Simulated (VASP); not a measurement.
# Sc2Al (P6_3/mmc) in VASP: a series of runs

Runs on Sc2Al. Level: PBEsol. Tasks: single point.

Program: VASP 6.6.1. These are calculated values, not measurements. Logs are shortened: lines on timing, memory, paths and dates and some standing lists are left out, and cuts for length are marked.

## (1) The cell of the first run

Symmetry: P6_3/mmc, No. 194, hexagonal system. Conventional cell: a = 4.893 Å, b = 4.893 Å, c = 6.161 Å, α = 90.00°, β = 90.00°, γ = 120.00°. Within 4.1 Å of Sc (site symmetry -3m) lie 8 Sc at 3.08 to 3.22 Å and 6 Al at 3.22 Å. Within 3.7 Å of Sc (site symmetry -6m2) lie 5 Al at 2.82 to 3.08 Å and 6 Sc at 3.22 Å. Al (site symmetry -6m2) has 11 Sc at 2.82 to 3.22 Å within 3.7 Å.

## (2) Single point, PBEsol

Input file INCAR:

```
ALGO = Fast
EDIFF = 1E-7
ENCUT = 520
GGA = PS
ISIF = 2
ISMEAR = 0
LASPH = T
LCHARG = F
LREAL = F
LWAVE = F
NBANDS = 34
NELM = 80
PREC = Accurate
SIGMA = 0.1
```

Input file KPOINTS:

```
k-points
0
Gamma
  6 6 4
```

Input file POSCAR:

```
Sc2Al
1.0
    4.8926114005      0.0000000000      0.0000000000
   -2.4463057002      4.2371257637      0.0000000000
    0.0000000000      0.0000000000      6.1614205700
Sc Al
4 2
Direct
    0.0000000000      0.0000000000      0.0000000000
    0.0000000000      0.0000000000      0.5000000000
    0.3333333333      0.6666666667      0.7500000000
    0.6666666667      0.3333333333      0.2500000000
    0.3333333333      0.6666666667      0.2500000000
    0.6666666667      0.3333333333      0.7500000000
```

Potentials or basis: VASP PAW PBE potentials, release 64 (Sc_sv, Al).

The run is started by

```
cat potpaw_PBE.64/Sc_sv/POTCAR potpaw_PBE.64/Al/POTCAR > POTCAR
mpirun -np 1 vasp_std > vasp.out
```

OUTCAR:

```text
EDIFF = 1E-7
   ENCUT = 520
   GGA = PS
   ISIF = 2
   ISMEAR = 0
   LASPH = T
   LREAL = F
   NELM = 80
   PREC = Accurate

 ion  position               nearest neighbor table
   1  0.000  0.000  0.000-   2 3.08   2 3.08   4 3.22   5 3.22   6 3.22   3 3.22   3 3.22   5 3.22
                             4 3.22   6 3.22   4 3.22   6 3.22   3 3.22   5 3.22
   2  0.000  0.000  0.500-   1 3.08   1 3.08   4 3.22   5 3.22   6 3.22   3 3.22   3 3.22   5 3.22
                             4 3.22   6 3.22   4 3.22   6 3.22   3 3.22   5 3.22
   3  0.333  0.667  0.750-   6 2.82   6 2.82   6 2.82   5 3.08   5 3.08   1 3.22   2 3.22   2 3.22
                             1 3.22   2 3.22   1 3.22
   4  0.667  0.333  0.250-   5 2.82   5 2.82   5 2.82   6 3.08   6 3.08   1 3.22   2 3.22   1 3.22
                             2 3.22   1 3.22   2 3.22
   5  0.333  0.667  0.250-   4 2.82   4 2.82   4 2.82   3 3.08   3 3.08   1 3.22   2 3.22   2 3.22
                             1 3.22   2 3.22   1 3.22
   6  0.667  0.333  0.750-   3 2.82   3 2.82   3 2.82   4 3.08   4 3.08   1 3.22   2 3.22   1 3.22
                             2 3.22   1 3.22   2 3.22

  LATTYP: Found a hexagonal cell.
 ALAT       =     4.8926114005
 C/A-ratio  =     1.2593316872

  Lattice vectors:

 A1 = (   4.8926114005,   0.0000000000,   0.0000000000)
 A2 = (  -2.4463057002,   4.2371257637,   0.0000000000)
 A3 = (   0.0000000000,   0.0000000000,   6.1614205700)

Analysis of symmetry for initial positions (statically):
=====================================================================
 Subroutine PRICEL returns:
 Original cell was already a primitive cell.

 Routine SETGRP: Setting up the symmetry group for a
 hexagonal supercell.

 Subroutine GETGRP returns: Found 24 space group operations
 (whereof 12 operations were pure point group operations)
 out of a pool of 24 trial point group operations.

The static configuration has the point symmetry D_3d.
 The point group associated with its full space group is D_6h.

Analysis of symmetry for dynamics (positions and initial velocities):
=====================================================================
 Subroutine PRICEL returns:
 Original cell was already a primitive cell.

 Routine SETGRP: Setting up the symmetry group for a
 hexagonal supercell.

 Subroutine GETGRP returns: Found 24 space group operations
 (whereof 12 operations were pure point group operations)
 out of a pool of 24 trial point group operations.

The dynamic configuration has the point symmetry D_3d.
 The point group associated with its full space group is D_6h.

 Subroutine INISYM returns: Found 24 space group operations
 (whereof 12 operations are pure point group operations),
 and found     1 'primitive' translations

----------------------------------------------------------------------------------------

                                     Primitive cell

  volume of cell :     127.7300

  direct lattice vectors                    reciprocal lattice vectors
     4.892611400  0.000000000  0.000000000     0.204389827  0.118004522  0.000000000
    -2.446305700  4.237125764  0.000000000     0.000000000  0.236009044  0.000000000
     0.000000000  0.000000000  6.161420570     0.000000000  0.000000000  0.162300234

  length of vectors
     4.892611400  4.892611400  6.161420570     0.236009044  0.236009044  0.162300234

  position of ions in fractional coordinates (direct lattice)
     0.000000000  0.000000000  0.000000000
     0.000000000  0.000000000  0.500000000
     0.333333333  0.666666667  0.750000000
     0.666666667  0.333333333  0.250000000
     0.333333333  0.666666667  0.250000000
     0.666666667  0.333333333  0.750000000

  ion indices of the primitive-cell ions
   primitive index   ion index
                 1           1
                 2           2
                 3           3
                 4           4
                 5           5
                 6           6

----------------------------------------------------------------------------------------

 KPOINTS: k-points

Automatic generation of k-mesh.
 Grid dimensions read from file:
 generate k-points for:    6    6    4

 Generating k-lattice:

  Cartesian coordinates                     Fractional coordinates (reciprocal lattice)
     0.034064971  0.019667420  0.000000000     0.166666667  0.000000000  0.000000000
     0.000000000  0.039334841  0.000000000     0.000000000  0.166666667  0.000000000
     0.000000000  0.000000000  0.040575058     0.000000000  0.000000000  0.250000000

  Length of vectors
     0.039334841  0.039334841  0.040575058

  Shift w.r.t. Gamma in fractional coordinates (k-lattice)
     0.000000000  0.000000000  0.000000000

 Subroutine IBZKPT returns following result:
 ===========================================

 Found     21 irreducible k-points:

 Following reciprocal coordinates:
            Coordinates               Weight
  0.000000  0.000000  0.000000      1.000000
  0.166667  0.000000  0.000000      6.000000
  0.333333  0.000000  0.000000      6.000000
  0.500000 -0.000000  0.000000      3.000000
  0.166667  0.166667  0.000000      6.000000
  0.333333  0.166667  0.000000     12.000000
[... 13 lines left out ...]
  0.333333  0.166667  0.500000     12.000000
  0.333333  0.333333  0.500000      2.000000
   k-points           NKPTS =     21   k-points in BZ     NKDIM =     21   number of bands    NBANDS=     34
   number of dos      NEDOS =    301   number of ions     NIONS =      6
   total plane-waves  NPLWV =  62208
   dimension x,y,z NGX =    36 NGY =   36 NGZ =   48
   dimension x,y,z NGXF=    72 NGYF=   72 NGZF=   96
   ions per type =               4   2
   NGX,Y,Z   is equivalent  to a cutoff of  12.23, 12.23, 12.95 a.u.
   NGXF,Y,Z  is equivalent  to a cutoff of  24.46, 24.46, 25.90 a.u.
 SYSTEM =  unknown system
   PREC   = accura    normal or accurate (medium, high low for compatibility)
   ISTART =      0    job   : 0-new  1-cont  2-samecut
   ICHARG =      2    charge: 1-file 2-atom 10-const
   ISPIN  =      1    spin polarized calculation?
   LNONCOLLINEAR =      F non collinear calculations
   LSORBIT =      F    spin-orbit coupling
   LASPH  =      T    aspherical Exc in radial PAW
   ENCUT  =  520.0 eV  38.22 Ry    6.18 a.u.   9.10  9.10 11.46*2*pi/ulx,y,z
   NELM   =     80;   NELMIN=  2; NELMDL= -5     # of ELM steps
   EDIFF  = 0.1E-06   stopping-criterion for ELM
   LREAL  =      F    real-space projection
   EDIFFG = 0.1E-05   stopping-criterion for IOM
   NSW    =      0    number of steps for IOM
   IBRION =     -1    ionic relax: 0-MD 1-quasi-New 2-CG
   NFREE  =      0    steps in history (QN), initial steepest desc. (CG)
   ISIF   =      2    stress and relaxation
   ISYM   =      2    0-nonsym 1-usesym 2-fastsym
   POTIM  = 0.5000    time-step for ionic-motion
   TEBEG  =    0.0;   TEEND  =   0.0 temperature during run
   PSTRESS=    0.0 pullay stress
   NELECT =      50.0000    total number of electrons
   NUPDOWN=      -1.0000    fix difference up-down
   EMIN   =  10.00;   EMAX   =-10.00  energy-range for DOS
   EFERMI =   0.00;   METHOD = LEGACY
   ISMEAR =     0;   SIGMA  =   0.10  broadening in eV -4-tet -1-fermi 0-gaus
   EFERMI_NEDOS =   21; number of points for ismear=-14 and -15
   IALGO  =     68    algorithm
   IMIX   =      4    mixing-type and parameters
     AMIX     =   0.40;   BMIX     =  1.00
     AMIX_MAG =   1.60;   BMIX_MAG =  1.00
  volume/ion in A,a.u.               =      21.29       143.66
  Fermi-wavevector in a.u.,A,eV,Ry     =   1.197569  2.263077 19.513086  1.434171
  Thomas-Fermi vector in A             =   2.333480
   LORBIT       =      0    0 simple, 1 ext, 2 COOP (PROOUT), +10 PAW based schemes
   GGA     = PS    functional components
   LHFCALC =     F    Hartree Fock is set to
   AEXX    =    0.0000 exact exchange contribution
   IVDW    =     0    specifies the selected vdW correction
   LEPSILON=     F    determine dielectric tensor
   LRPA    =     F    only Hartree local field effects (RPA)
 non-spin polarized calculation
 RMM-DIIS sequential band-by-band and
 Gauss-broadening in eV      SIGMA  =   0.10
  energy-cutoff  :      520.00
  volume of cell :      127.73
 maximum number of plane-waves:      3454
   NGX = 19   NGY = 19   NGZ = 23

 number of electron      50.0000002 magnetization

 Free energy of the ion-electron system (eV)
  ---------------------------------------------------
  ext. energy  EPLUGINS =         0.00000000
  ---------------------------------------------------
  free energy    TOTEN  =       -36.71941129 eV

  energy without entropy =      -36.68157892  energy(sigma->0) =      -36.70049510

 E-fermi :   4.7372     XC(G=0): -10.1865

 val. band max:        4.7156561551   @ k =   0.3333   0.1667   0.2500
 cond. band min:       4.7396436131   @ k =   0.1667   0.0000   0.0000
 fundamental gap:      0.0239874580
 Fermi energy:         4.7372280547

 k-point     1 :       0.0000    0.0000    0.0000
  band No.  band energies     occupation
      1     -44.5689      2.00000
      2     -44.5134      2.00000
      3     -44.4795      2.00000
      4     -44.4664      2.00000
      5     -23.4216      2.00000
      6     -23.3863      2.00000
[... 26 lines left out ...]
     33       8.1421      0.00000
     34       9.0311      0.00000

 k-point     2 :       0.1667    0.0000    0.0000
  band No.  band energies     occupation
      1     -44.5659      2.00000
      2     -44.5133      2.00000
      3     -44.4796      2.00000
      4     -44.4692      2.00000
      5     -23.4401      2.00000
      6     -23.3954      2.00000
[... 26 lines left out ...]
     33       7.3072      0.00000
     34       7.3813      0.00000

 k-point     3 :       0.3333    0.0000    0.0000
  band No.  band energies     occupation
      1     -44.5593      2.00000
      2     -44.5133      2.00000
      3     -44.4800      2.00000
      4     -44.4754      2.00000
      5     -23.4703      2.00000
      6     -23.4116      2.00000
[... 26 lines left out ...]
     33       6.9496      0.00000
     34       7.2297      0.00000

 k-point     4 :       0.5000   -0.0000    0.0000
  band No.  band energies     occupation
      1     -44.5556      2.00000
      2     -44.5132      2.00000
      3     -44.4809      2.00000
      4     -44.4781      2.00000
      5     -23.4829      2.00000
      6     -23.4189      2.00000
[... 26 lines left out ...]
     33       6.7827      0.00000
     34       7.1771      0.00000

 k-point     5 :       0.1667    0.1667    0.0000
  band No.  band energies     occupation
      1     -44.5610      2.00000
      2     -44.5133      2.00000
      3     -44.4798      2.00000
      4     -44.4738      2.00000
      5     -23.4632      2.00000
      6     -23.3982      2.00000
[... 510 lines left out ...]
 k-point    19 :       0.1667    0.1667    0.5000
  band No.  band energies     occupation
      1     -44.5386      2.00000
      2     -44.5386      2.00000
      3     -44.4754      2.00000
      4     -44.4754      2.00000
      5     -23.3678      2.00000
      6     -23.3678      2.00000
[... 26 lines left out ...]
     33       6.8042      0.00000
     34       6.8067      0.00000

 k-point    20 :       0.3333    0.1667    0.5000
  band No.  band energies     occupation
      1     -44.5348      2.00000
      2     -44.5348      2.00000
      3     -44.4791      2.00000
      4     -44.4791      2.00000
      5     -23.3863      2.00000
      6     -23.3863      2.00000
[... 26 lines left out ...]
     33       6.7351      0.00000
     34       6.7391      0.00000

 k-point    21 :       0.3333    0.3333    0.5000
  band No.  band energies     occupation
      1     -44.5335      2.00000
      2     -44.5335      2.00000
      3     -44.4805      2.00000
      4     -44.4805      2.00000
      5     -23.4001      2.00000
      6     -23.4001      2.00000
[... 26 lines left out ...]
     33       7.0430      0.00000
     34       7.0490      0.00000

------------------------ aborting loop because EDIFF is reached ----------------------------------------

  FORCE on cell =-STRESS in cart. coord.  units (eV):
  Direction    XX          YY          ZZ          XY          YZ          ZX
  --------------------------------------------------------------------------------------
  -------------------------------------------------------------------------------------
  Total       -1.4913733     -1.4913733     -1.7653425     -0.0000000      0.0000000     -0.0000000
  in kB      -18.7069943    -18.7069943    -22.1435186     -0.0000000      0.0000000     -0.0000000
  external PRESSURE =     -19.8525024 kB  Pullay stress =       0.0000000 kB

 VOLUME and BASIS-vectors are now :
 -----------------------------------------------------------------------------
  energy-cutoff  :      520.00
  volume of cell :      127.73
      direct lattice vectors                 reciprocal lattice vectors
     4.892611400  0.000000000  0.000000000     0.204389827  0.118004522  0.000000000
    -2.446305700  4.237125764  0.000000000     0.000000000  0.236009044  0.000000000
     0.000000000  0.000000000  6.161420570     0.000000000  0.000000000  0.162300234

 POSITION                                       TOTAL-FORCE (eV/Angst)
 -----------------------------------------------------------------------------------
      0.00000      0.00000      0.00000        -0.000000      0.000000      0.000000
      0.00000      0.00000      3.08071        -0.000000      0.000000      0.000000
     -0.00000      2.82475      4.62107        -0.000000      0.000000     -0.000000
      2.44631      1.41238      1.54036         0.000000     -0.000000      0.000000
     -0.00000      2.82475      1.54036         0.000000      0.000000      0.000000
      2.44631      1.41238      4.62107        -0.000000     -0.000000      0.000000
 -----------------------------------------------------------------------------------
    total drift:                               -0.000000      0.000000     -0.000000

  FREE ENERGIE OF THE ION-ELECTRON SYSTEM (eV)
  ---------------------------------------------------
  free  energy   TOTEN  =       -36.7194112869 eV

  energy  without entropy=      -36.6815789160  energy(sigma->0) =      -36.70049510
```

Run time: 2.8 min. Hardware: 1 thread of Intel Xeon 6975P-C, shared host; peak memory 0.27 GiB.

What came out:

```yaml
Free_energy: -36.7194 eV
Pressure: -2.0 GPa
Band_gap_on_the_k_mesh: zero (band 25 reaches 5.08 eV, above the bottom of band 26 at 4.36 eV)
```

Caveat: the PAW data sets were made with another functional, which shifts forces and pressure a little.

(Continued in part 2 of 2.)
